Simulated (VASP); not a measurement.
A run of VASP 6.6.1 is set up as follows.

Contents of INCAR:

```
ALGO     = Normal         # electronic algorithm
EDIFF    = 1E-7           # SCF threshold, eV
ENCUT    = 520            # plane-wave cutoff, eV
GGA      = PE             # functional
ISIF     = 2              # what is computed and relaxed
ISMEAR   = 0              # smearing method
LASPH    = T              # aspherical terms in the spheres
LCHARG   = F              # write CHGCAR
LREAL    = F              # projectors in reciprocal space
LWAVE    = F              # write WAVECAR
NBANDS   = 16             # bands
NELM     = 80             # most SCF steps
PREC     = Accurate       # precision mode
SIGMA    = 0.05           # smearing width, eV
```

File KPOINTS:

```
k-points
0
Gamma
  8 8 8
```

File POSCAR:

```
ZnSe
1.0
    0.0000000000      2.8659201403      3.0951937515
    2.8659201403      0.0000000000      3.0951937515
    2.8659201403      2.8659201403      0.0000000000
Zn Se
1 1
Direct
    0.0000000000      0.0000000000      0.0000000000
    0.7500000000      0.7500000000      0.7500000000
```

Potentials or basis: VASP PAW PBE potentials, release 64 (Zn, Se).

Command:

```bash
$ cat potpaw_PBE.64/Zn/POTCAR potpaw_PBE.64/Se/POTCAR > POTCAR
$ mpirun -np 1 vasp_std > vasp.out
```

Predict the pressure.

-3.6 GPa.

Estimate the band gap on the k mesh.

0.74 eV.

Stress tensor (GPa, compression positive):
```
-2.55  0.00  0.00
 0.00 -2.55  0.00
 0.00  0.00 -5.59
```

Caveat: the cell differs from its parent crystal (strain +0.000 along x and y, +0.080 along z); the cell stands under tension.
